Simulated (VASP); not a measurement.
A run of VASP 6.6.1 is set up as follows.

Contents of INCAR:

```
SYSTEM = Na
ALGO = Normal
EDIFF = 1E-6
ENCUT = 520
GGA = PS
ISIF = 2
ISMEAR = 0
LASPH = .True.
LCHARG = .False.
LREAL = .False.
LWAVE = .False.
NBANDS = 14
NELM = 60
PREC = Accurate
SIGMA = 0.05
```

File KPOINTS:

```
k-points
0
Gamma
  12 12 7
  0 0 0
```

Contents of POSCAR:

```
Na
1.0
    2.7521708285      0.0000000000      0.0000000000
   -1.3760854143      2.3834498530      0.0000000000
    0.0000000000      0.0000000000      4.4387375471
Na
2
Direct
    0.3333333333      0.6666666667      0.2500000000
    0.6666666667      0.3333333333      0.7500000000
```

Potentials or basis: VASP PAW PBE potentials, release 64 (Na_pv).

Run with:

```sh
$ cat potpaw_PBE.64/Na_pv/POTCAR > POTCAR
$ mpirun -np 1 vasp_std > vasp.out
```

Question: Estimate the band gap on the k mesh.

Answer: Zero (bands 7 and 8 overlap by 5.92 eV).

Question: What does it give for the pressure?

Answer: 40.2 GPa.

Caveat: the cell stands under pressure; the PAW data sets were made with another functional, which shifts forces and pressure a little.
